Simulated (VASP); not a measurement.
Here is a VASP 6.6.1 calculation.

INCAR

```
  PREC = Accurate
  ENCUT = 600
  EDIFF = 1E-7
  ISMEAR = 0
  SIGMA = 0.1
  LREAL = False
  LASPH = True
  NELM = 60
  ALGO = Fast
  ISIF = 4
  LWAVE = False
  LCHARG = False
  GGA = PE
  IBRION = 2
  NSW = 50
  EDIFFG = -0.01
```

KPOINTS

```
Automatic mesh
0
Gamma
  12 12 8
```

POSCAR

```
Al3Co2Ru
1.0
    4.1909885616      0.0000000000      0.0000000000
   -2.0954942808      3.6295025613      0.0000000000
    0.0000000000      0.0000000000      5.1440383049
Al Co Ru
3 2 1
Direct
    0.3333333333      0.6666666667      0.3258870689
    0.6666666667      0.3333333333      0.6741129311
    0.0000000000      0.0000000000      0.0000000000
    0.3333333333      0.6666666667      0.8366864697
    0.6666666667      0.3333333333      0.1633135303
    0.0000000000      0.0000000000      0.5000000000
```

Potentials or basis: VASP PAW PBE potentials, release 64 (Al, Co, Ru_pv).

Launch:

```sh
$ cat potpaw_PBE.64/Al/POTCAR potpaw_PBE.64/Co/POTCAR potpaw_PBE.64/Ru_pv/POTCAR > POTCAR
$ mpirun -np 1 vasp_std > vasp.out
```

What does it give for the band gap on the k mesh?

Zero (an odd number of electrons rules out a gap without spin polarisation).

Final structure:
```xyz
6
Lattice="4.1913 0.0000 0.0000 -2.0957 3.6298 0.0000 0.0000 0.0000 5.1432" Properties=species:S:1:pos:R:3 pbc="T T T"
Al    0.0000    2.4199    1.6779
Al    2.0957    1.2099    3.4654
Al    0.0000    0.0000    0.0000
Co    0.0000    2.4199    4.3023
Co    2.0957    1.2099    0.8409
Ru    0.0000    0.0000    2.5716
```

Caveat: the run has no spin polarisation, though such a crystal can be magnetic. Spin polarisation is off, so any magnetic state and its effect on volume and gap are missing.
